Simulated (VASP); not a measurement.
Input of a VASP 6.6.1 run:

INCAR

```
SYSTEM = ZnO
PREC = Accurate
ENCUT = 520
EDIFF = 1E-6
ISMEAR = 0
SIGMA = 0.01
LREAL = .FALSE.
LASPH = .TRUE.
NELM = 100
ALGO = Normal
ISIF = 2
LWAVE = .FALSE.
LCHARG = .FALSE.
GGA = PE
NBANDS = 26
```

KPOINTS

```
regular mesh
0
G
  9 9 4
  0 0 0
```

The input POSCAR:

```
ZnO
1.0
    3.2793887241      0.0000000000      0.0000000000
   -1.6396943621      2.8400339439      0.0000000000
    0.0000000000      0.0000000000      5.2939075477
Zn O
2 2
Direct
    0.3333333333      0.6666666667     -0.0020276137
    0.6666666667      0.3333333333      0.4979723863
    0.3333333333      0.6666666667      0.3770276137
    0.6666666667      0.3333333333      0.8770276137
```

Potentials or basis: VASP PAW PBE potentials, release 64 (Zn, O).

The run is started by

```bash
$ cat potpaw_PBE.64/Zn/POTCAR potpaw_PBE.64/O/POTCAR > POTCAR
$ mpirun -np 1 vasp_std > vasp.out
```

Estimate the band gap on the k mesh.

0.73 eV, direct.

Predict the pressure.

0.9 GPa.

A hybrid or GW would open this gap; PBE tends to underestimate it.
